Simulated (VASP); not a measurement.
Mg4H: single point with PBE

Slab: Mg4H, a slab with vacuum.

```xyz
10
Lattice="6.4201 0.0000 0.0000 0.0000 5.1379 0.0000 0.0000 0.0000 21.6645" Properties=species:S:1:pos:R:3 pbc="T T T"
Mg    0.0000    3.8534    4.0000
Mg    3.2101    3.8534    4.0000
Mg    1.6050    1.2845    4.9267
Mg    4.8151    1.2845    4.9267
Mg    1.6050    3.8534    6.8746
Mg    4.8151    3.8534    6.8746
Mg    0.0000    1.2845    7.6645
Mg    3.2101    1.2845    7.6645
H     3.4901    0.4282    9.0745
H     6.1401    0.4282    9.0745
```

```yaml
Program: VASP 6.6.1
Task: single point
Functional: PBE
Potentials_or_basis: VASP PAW PBE potentials, release 64 (Mg, H)
Cutoff: 520 eV
k_mesh: 4 × 5 × 1
Occupations: gaussian, width 0.1 eV
Spin: no spin polarisation
Dipole_correction: yes
Further_INCAR_settings: ALGO = Normal; EDIFF = 1e-07; NBANDS = 20
```

```yaml
Largest_force: 0.811 eV/Å
Band_gap_on_the_k_mesh: zero (band 9 reaches -1.84 eV, above the bottom of band 10 at -2.89 eV)
```

Forces on the atoms (eV/Å):
```
Mg  -0.016  0.073  0.235
Mg   0.016  0.073  0.235
Mg   0.000 -0.121 -0.034
Mg   0.000 -0.074 -0.079
Mg   0.000  0.032 -0.094
Mg   0.000  0.161  0.067
Mg   0.166  0.548 -0.575
Mg  -0.166  0.548 -0.575
H   -0.008 -0.620  0.410
H    0.008 -0.620  0.410
```

Levels at points of the mesh, in eV from the Fermi level:
```tsv
k point	band 7	band 8	band 9	band 10	band 11	band 12
(0.00, 0.00, 0.00)	-0.74	-0.44	-0.08	0.36	0.63	1.41
(0.50, 0.00, 0.00)	0.09	0.11	0.76	0.76	0.93	1.12
```

Wall time 6.9 min on 1 thread of AMD EPYC 7R43 64-Core Processor (Zen 3), on a shared host, peak memory 0.6 GiB.
